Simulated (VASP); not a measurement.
# BeAu3 (Pm-3m) in VASP: single point with PBEsol

Aim: the single point of BeAu3 with PBEsol.

All numbers are computed with VASP 6.6.1; they aren't measurements. Logs are shortened: lines on timing, memory, paths and dates and some standing lists are left out, and cuts for length are marked.

## Step 1: The cell of the first run

Symmetry: Pm-3m, No. 221, cubic system. Conventional cell: a = 3.900 Å, b = 3.900 Å, c = 3.900 Å, α = 90.00°, β = 90.00°, γ = 90.00°. Be (site symmetry m-3m) has 12 Au at 2.76 Å within 3.6 Å. Within 3.6 Å of Au (site symmetry 4/mmm) lie 4 Be at 2.76 Å and 8 Au at 2.76 Å.

## Step 2: Single point, PBEsol (strained)

Contents of INCAR:

```
PREC = Accurate ; ENCUT = 520
EDIFF = 1E-7 ; ISMEAR = 0
SIGMA = 0.1 ; LREAL = False
LASPH = True ; NELM = 80
ALGO = Normal ; ISIF = 2
LWAVE = False ; LCHARG = False
GGA = PS ; NBANDS = 26
```

Contents of KPOINTS:

```
Automatic mesh
0
Gamma
  10 10 10
```

Contents of POSCAR:

```
BeAu3
1.0
    3.8995387002      0.0000000000      0.0000000000
    0.0000000000      3.8995387002      0.0000000000
    0.0000000000      0.0000000000      3.8995387002
Be Au
1 3
Direct
    0.0000000000      0.0000000000      0.0000000000
    0.0000000000      0.5000000000      0.5000000000
    0.5000000000      0.0000000000      0.5000000000
    0.5000000000      0.5000000000      0.0000000000
```

Potentials or basis: VASP PAW PBE potentials, release 64 (Be, Au).

Run with:

```sh
$ cat potpaw_PBE.64/Be/POTCAR potpaw_PBE.64/Au/POTCAR > POTCAR
$ mpirun -np 1 vasp_std > vasp.out
```

OUTCAR:

```text
PREC = Accurate
   ENCUT = 520
   EDIFF = 1E-7
   ISMEAR = 0
   LREAL = False
   LASPH = True
   NELM = 80
   ISIF = 2
   GGA = PS

 ion  position               nearest neighbor table
   1  0.000  0.000  0.000-   2 2.76   3 2.76   4 2.76   2 2.76   3 2.76   2 2.76   4 2.76   2 2.76
                             3 2.76   4 2.76   3 2.76   4 2.76
   2  0.000  0.500  0.500-   1 2.76   3 2.76   4 2.76   1 2.76   4 2.76   1 2.76   3 2.76   1 2.76
                             3 2.76   4 2.76   4 2.76   3 2.76
   3  0.500  0.000  0.500-   1 2.76   2 2.76   4 2.76   1 2.76   4 2.76   2 2.76   4 2.76   4 2.76
                             1 2.76   2 2.76   1 2.76   2 2.76
   4  0.500  0.500  0.000-   1 2.76   2 2.76   3 2.76   2 2.76   3 2.76   1 2.76   3 2.76   3 2.76
                             1 2.76   2 2.76   2 2.76   1 2.76

  LATTYP: Found a simple cubic cell.
 ALAT       =     3.8995387002

  Lattice vectors:

 A1 = (   3.8995387002,   0.0000000000,   0.0000000000)
 A2 = (   0.0000000000,   3.8995387002,   0.0000000000)
 A3 = (   0.0000000000,   0.0000000000,   3.8995387002)

Analysis of symmetry for initial positions (statically):
=====================================================================
 Subroutine PRICEL returns:
 Original cell was already a primitive cell.

 Routine SETGRP: Setting up the symmetry group for a
 simple cubic supercell.

 Subroutine GETGRP returns: Found 48 space group operations
 (whereof 48 operations were pure point group operations)
 out of a pool of 48 trial point group operations.

The static configuration has the point symmetry O_h .

Analysis of symmetry for dynamics (positions and initial velocities):
=====================================================================
 Subroutine PRICEL returns:
 Original cell was already a primitive cell.

 Routine SETGRP: Setting up the symmetry group for a
 simple cubic supercell.

 Subroutine GETGRP returns: Found 48 space group operations
 (whereof 48 operations were pure point group operations)
 out of a pool of 48 trial point group operations.

The dynamic configuration has the point symmetry O_h .

 Subroutine INISYM returns: Found 48 space group operations
 (whereof 48 operations are pure point group operations),
 and found     1 'primitive' translations

----------------------------------------------------------------------------------------

                                     Primitive cell

  volume of cell :      59.2980

  direct lattice vectors                    reciprocal lattice vectors
     3.899538700  0.000000000  0.000000000     0.256440589  0.000000000  0.000000000
     0.000000000  3.899538700  0.000000000     0.000000000  0.256440589  0.000000000
     0.000000000  0.000000000  3.899538700     0.000000000  0.000000000  0.256440589

  length of vectors
     3.899538700  3.899538700  3.899538700     0.256440589  0.256440589  0.256440589

  position of ions in fractional coordinates (direct lattice)
     0.000000000  0.000000000  0.000000000
     0.000000000  0.500000000  0.500000000
     0.500000000  0.000000000  0.500000000
     0.500000000  0.500000000  0.000000000

  ion indices of the primitive-cell ions
   primitive index   ion index
                 1           1
                 2           2
                 3           3
                 4           4

----------------------------------------------------------------------------------------

 KPOINTS: Automatic mesh

Automatic generation of k-mesh.
 Grid dimensions read from file:
 generate k-points for:   10   10   10

 Generating k-lattice:

  Cartesian coordinates                     Fractional coordinates (reciprocal lattice)
     0.025644059  0.000000000  0.000000000     0.100000000  0.000000000  0.000000000
     0.000000000  0.025644059  0.000000000     0.000000000  0.100000000  0.000000000
     0.000000000  0.000000000  0.025644059     0.000000000  0.000000000  0.100000000

  Length of vectors
     0.025644059  0.025644059  0.025644059

  Shift w.r.t. Gamma in fractional coordinates (k-lattice)
     0.000000000  0.000000000  0.000000000

 Subroutine IBZKPT returns following result:
 ===========================================

 Found     56 irreducible k-points:

 Following reciprocal coordinates:
            Coordinates               Weight
  0.000000  0.000000  0.000000      1.000000
  0.100000  0.000000  0.000000      6.000000
  0.200000  0.000000  0.000000      6.000000
  0.300000  0.000000  0.000000      6.000000
  0.400000  0.000000  0.000000      6.000000
  0.500000  0.000000  0.000000      3.000000
[... 16 lines left out ...]
  0.200000  0.100000  0.100000     24.000000
  0.300000  0.100000  0.100000     24.000000
 [... further k-points ...]
   k-points           NKPTS =     56   k-points in BZ     NKDIM =     56   number of bands    NBANDS=     26
   number of dos      NEDOS =    301   number of ions     NIONS =      4
   total plane-waves  NPLWV =  27000
   dimension x,y,z NGX =    30 NGY =   30 NGZ =   30
   dimension x,y,z NGXF=    60 NGYF=   60 NGZF=   60
   ions per type =               1   3
   NGX,Y,Z   is equivalent  to a cutoff of  12.79, 12.79, 12.79 a.u.
   NGXF,Y,Z  is equivalent  to a cutoff of  25.58, 25.58, 25.58 a.u.
 SYSTEM =  unknown system
   PREC   = accura    normal or accurate (medium, high low for compatibility)
   ISTART =      0    job   : 0-new  1-cont  2-samecut
   ICHARG =      2    charge: 1-file 2-atom 10-const
   ISPIN  =      1    spin polarized calculation?
   LNONCOLLINEAR =      F non collinear calculations
   LSORBIT =      F    spin-orbit coupling
   LASPH  =      T    aspherical Exc in radial PAW
   ENCUT  =  520.0 eV  38.22 Ry    6.18 a.u.   7.25  7.25  7.25*2*pi/ulx,y,z
   NELM   =     80;   NELMIN=  2; NELMDL= -5     # of ELM steps
   EDIFF  = 0.1E-06   stopping-criterion for ELM
   LREAL  =      F    real-space projection
   EDIFFG = 0.1E-05   stopping-criterion for IOM
   NSW    =      0    number of steps for IOM
   IBRION =     -1    ionic relax: 0-MD 1-quasi-New 2-CG
   NFREE  =      0    steps in history (QN), initial steepest desc. (CG)
   ISIF   =      2    stress and relaxation
   ISYM   =      2    0-nonsym 1-usesym 2-fastsym
   POTIM  = 0.5000    time-step for ionic-motion
   TEBEG  =    0.0;   TEEND  =   0.0 temperature during run
   PSTRESS=    0.0 pullay stress
   NELECT =      35.0000    total number of electrons
   NUPDOWN=      -1.0000    fix difference up-down
   EMIN   =  10.00;   EMAX   =-10.00  energy-range for DOS
   EFERMI =   0.00;   METHOD = LEGACY
   ISMEAR =     0;   SIGMA  =   0.10  broadening in eV -4-tet -1-fermi 0-gaus
   EFERMI_NEDOS =   21; number of points for ismear=-14 and -15
   IALGO  =     38    algorithm
   IMIX   =      4    mixing-type and parameters
     AMIX     =   0.40;   BMIX     =  1.00
     AMIX_MAG =   1.60;   BMIX_MAG =  1.00
  volume/ion in A,a.u.               =      14.82       100.04
  Fermi-wavevector in a.u.,A,eV,Ry     =   1.373254  2.595074 25.658236  1.885827
  Thomas-Fermi vector in A             =   2.498788
   LORBIT       =      0    0 simple, 1 ext, 2 COOP (PROOUT), +10 PAW based schemes
   GGA     = PS    functional components
   LHFCALC =     F    Hartree Fock is set to
   AEXX    =    0.0000 exact exchange contribution
   IVDW    =     0    specifies the selected vdW correction
   LEPSILON=     F    determine dielectric tensor
   LRPA    =     F    only Hartree local field effects (RPA)
 non-spin polarized calculation
 Gauss-broadening in eV      SIGMA  =   0.10
  energy-cutoff  :      520.00
  volume of cell :       59.30
 maximum number of plane-waves:      1628
 NGX is ok and might be reduce to    30
   NGX = 15   NGY = 15   NGZ = 15

 number of electron      34.9999996 magnetization

 Free energy of the ion-electron system (eV)
  ---------------------------------------------------
  ext. energy  EPLUGINS =         0.00000000
  ---------------------------------------------------
  free energy    TOTEN  =       -15.60264485 eV

  energy without entropy =      -15.59376400  energy(sigma->0) =      -15.59820443

 E-fermi :   9.6589     XC(G=0): -12.5407

 val. band max:        9.6398959847   @ k =   0.3000   0.3000   0.3000
 cond. band min:       9.6625731120   @ k =   0.5000   0.4000   0.0000
 fundamental gap:      0.0226771273
 Fermi energy:         9.6588873581

 k-point     1 :       0.0000    0.0000    0.0000
  band No.  band energies     occupation
      1      -1.1929      2.00000
      2       1.2800      2.00000
      3       2.3407      2.00000
      4       2.3407      2.00000
      5       2.3407      2.00000
      6       2.6415      2.00000
[... 18 lines left out ...]
     25      16.9570      0.00000
     26      20.9986      0.00000

 k-point     2 :       0.1000    0.0000    0.0000
  band No.  band energies     occupation
      1      -1.0726      2.00000
      2       1.3562      2.00000
      3       2.3686      2.00000
      4       2.4026      2.00000
      5       2.4026      2.00000
      6       2.6332      2.00000
[... 18 lines left out ...]
     25      17.5757      0.00000
     26      20.3757      0.00000

 k-point     3 :       0.2000    0.0000    0.0000
  band No.  band energies     occupation
      1      -0.7212      2.00000
      2       1.5713      2.00000
      3       2.4453      2.00000
      4       2.5841      2.00000
      5       2.5841      2.00000
      6       2.5997      2.00000
[... 18 lines left out ...]
     25      18.9394      0.00000
     26      19.1978      0.00000

 k-point     4 :       0.3000    0.0000    0.0000
  band No.  band energies     occupation
      1      -0.1746      2.00000
      2       1.8758      2.00000
      3       2.5117      2.00000
      4       2.5490      2.00000
      5       2.8682      2.00000
      6       2.8682      2.00000
[... 18 lines left out ...]
     25      18.1244      0.00000
     26      20.6644      0.00000
[... 496 lines left out ...]
      1      -0.8378      2.00000
      2       1.5071      2.00000
      3       2.4021      2.00000
      4       2.5208      2.00000
      5       2.5208      2.00000
      6       2.7868      2.00000
[... 18 lines left out ...]
     25      18.1470      0.00000
     26      19.6647      0.00000

 k-point    23 :       0.2000    0.1000    0.1000
  band No.  band energies     occupation
      1      -0.4980      2.00000
      2       1.7191      2.00000
      3       2.4761      2.00000
      4       2.6437      2.00000
      5       2.6727      2.00000
      6       2.8136      2.00000
[... 18 lines left out ...]
     25      19.1721      0.00000
     26      19.3283      0.00000

 k-point    24 :       0.3000    0.1000    0.1000
  band No.  band energies     occupation
      1       0.0320      2.00000
      2       2.0195      2.00000
      3       2.5865      2.00000
      4       2.6369      2.00000
      5       2.9384      2.00000
      6       2.9743      2.00000
[... 18 lines left out ...]
     25      19.0335      0.00000
     26      19.7270      0.00000

 [... further k-points ...]
[... 5 lines left out ...]
  --------------------------------------------------------------------------------------
  -------------------------------------------------------------------------------------
  Total        2.1552111      2.1552111      2.1552111     -0.0000000     -0.0000000      0.0000000
  in kB       58.2318646     58.2318646     58.2318646     -0.0000000     -0.0000000      0.0000000
  external PRESSURE =      58.2318646 kB  Pullay stress =       0.0000000 kB

 VOLUME and BASIS-vectors are now :
 -----------------------------------------------------------------------------
  energy-cutoff  :      520.00
  volume of cell :       59.30
      direct lattice vectors                 reciprocal lattice vectors
     3.899538700  0.000000000  0.000000000     0.256440589  0.000000000  0.000000000
     0.000000000  3.899538700  0.000000000     0.000000000  0.256440589  0.000000000
     0.000000000  0.000000000  3.899538700     0.000000000  0.000000000  0.256440589

 POSITION                                       TOTAL-FORCE (eV/Angst)
 -----------------------------------------------------------------------------------
      0.00000      0.00000      0.00000         0.000000      0.000000      0.000000
      0.00000      1.94977      1.94977         0.000000      0.000000      0.000000
      1.94977      0.00000      1.94977         0.000000      0.000000      0.000000
      1.94977      1.94977      0.00000         0.000000      0.000000      0.000000
 -----------------------------------------------------------------------------------
    total drift:                                0.000000      0.000000     -0.000000

  FREE ENERGIE OF THE ION-ELECTRON SYSTEM (eV)
  ---------------------------------------------------
  free  energy   TOTEN  =       -15.6026448499 eV

  energy  without entropy=      -15.5937640005  energy(sigma->0) =      -15.59820443
```

It took 41 s on 1 thread of Intel Xeon Platinum 8488C (Sapphire Rapids), shared host; peak memory 0.21 GiB.

Results:

```yaml
Free_energy: -15.6026 eV
Pressure: 5.8 GPa
```

Caveat: the cell differs from its parent crystal (strained); the PAW data sets were made with another functional, which shifts forces and pressure a little; spin-orbit coupling is left out, which moves the levels of the heavy elements.
